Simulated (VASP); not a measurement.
## Mo: single point with r2SCAN

The system is Mo.

```
Mo
1.0
    -1.57642    1.57642    1.57642
     1.57642   -1.57642    1.57642
     1.57642    1.57642   -1.57642
Mo
1
Direct
  0.00000 0.00000 0.00000
```

```
Program                : VASP 6.6.1
Task                   : single point
Functional             : r2SCAN
Potentials or basis    : VASP PAW PBE potentials, release 64 (Mo_sv)
Cutoff                 : 520 eV
k mesh                 : 14 × 14 × 14
Occupations            : methfessel-paxton, width 1 eV
Spin                   : no spin polarisation
Dipole correction      : no
Further INCAR settings : ALGO = Normal; EDIFF = 1e-06; NBANDS = 13
```

```json
{
 "Pressure": "-0.1 GPa",
 "Band gap on the k mesh": "zero (band 7 reaches 16.63 eV, above the bottom of band 8 at 11.09 eV)"
}
```

Levels at points of the mesh, in eV from the Fermi level:
| k point | band 3 | band 4 | band 5 | band 6 | band 7 | band 8 | band 9 | band 10 | band 11 | band 12 |
| --- | --- | --- | --- | --- | --- | --- | --- | --- | --- | --- |
| (0.00, 0.00, 0.00) | -35.68 | -35.68 | -7.63 | -1.40 | -1.40 | -1.40 | 1.93 | 1.93 | 15.52 | 15.52 |
| (0.50, 0.00, 0.00) | -36.15 | -35.69 | -5.56 | -3.55 | 1.60 | 1.91 | 2.61 | 4.93 | 12.23 | 12.54 |
| (0.50, 0.50, 0.50) | -36.71 | -36.71 | -5.60 | -5.60 | 4.15 | 4.15 | 4.15 | 9.48 | 9.48 | 9.48 |

It took 2.3 min on 1 thread of AMD EPYC 7R13 (shared host), peak memory 0.11 GiB.

Caveat: the PAW data sets were made with another functional, which shifts forces and pressure a little.
